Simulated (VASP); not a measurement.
Runs of VASP 6.6.1 on CdF2. The structure is that of space group Fm-3m (No. 225), or close to it. The cells are those of the table. 

```csv
task,cell,smearing,k mesh for the DOS,occupations for the DOS,gap on the mesh (eV),pressure (GPa)
single point,"a = 3.902 Å, angles 60.0°, 3 atoms",gaussian 0.05 eV,-,-,(b),-1.3
single point,"a = 3.850 Å, angles 60.0°, 3 atoms",gaussian 0.05 eV,-,-,2.96,(a)
single point,"a = 3.927 Å, angles 60.0°, 3 atoms",gaussian 0.05 eV,-,-,2.75,-2.9
single point,"a = 3.823 Å, angles 60.0°, 3 atoms",gaussian 0.05 eV,-,-,3.03,(c)
single point,"a = 3.824 Å, angles 60.0°, 3 atoms",gaussian 0.05 eV,-,-,3.03,4.9
single point,"a = 3.876 Å, angles 60.0°, 3 atoms",methfessel-paxton 0.05 eV,-,-,2.89,0.5
single point,"a = 3.876 Å, angles 60.0°, 3 atoms",gaussian 0.05 eV,-,-,2.89,0.5
```

Alike in all rows: level PBE; potentials or basis VASP PAW PBE potentials, release 64 (Cd, F); no spin polarisation; k mesh 12 × 12 × 12; cutoff (eV) 520.

Q: Fill in the values left out.

A: (a) 2.6; (b) 2.82; (c) 5.0.

A k mesh can miss the band edges, and the runs leave out spin-orbit coupling on Cd.
